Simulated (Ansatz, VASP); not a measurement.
**SnSe2: VASP beside Ansatz**

```
Sn Se
1.0
     3.82516    0.00000    0.00000
    -1.91258    3.31269    0.00000
     0.00000    0.00000    6.22706
Sn Se
1 2
Cartesian
  0.0000 0.0000 0.0000
  0.0000 2.2085 1.5759
  1.9126 1.1042 4.6511
```

Alike in both runs: task single point; functional PBE-based screened hybrid; k mesh 6 × 6 × 2; no spin polarisation.

|  | VASP | Ansatz |
| --- | --- | --- |
| version | VASP 6.6.1 | Ansatz 0.2.0 |
| potentials or method | VASP PAW PBE potentials, release 64 (Sn_d, Se) | plane waves |
| plane-wave cutoff (eV) | 520 | 420 |
| occupations | gaussian, width 0.01 eV | fixed |
| valence electrons in the cell | 26 | 46 |

Ansatz gave:

```
gap on the k mesh at the Fermi level (eV)                     : 1.37
pressure (GPa)                                                : -0.7
traceless stress, the component that is largest in VASP (GPa) : -0.29
rms of the force components (eV/Å)                            : 0.162
```

**Question.** Estimate VASP's values.

**Answer.** gap on the k mesh at the Fermi level (eV): 1.39; pressure (GPa): -1.0; traceless stress, the component that is largest in VASP (GPa): -0.31; rms of the force components (eV/Å): 0.182.

VASP's potentials were made for PBE, not for PBE-based screened hybrid. Atom by atom the forces differ by 0.020 eV/Å (rms over components). VASP's potentials hold 26 valence electrons a cell and Ansatz's 46, so a difference there can come from the potentials and not from the codes. Ansatz's warnings: stress exchange threshold loose, stress scf threshold loose.

The k mesh is coarse, so the values compare programs but aren't converged.
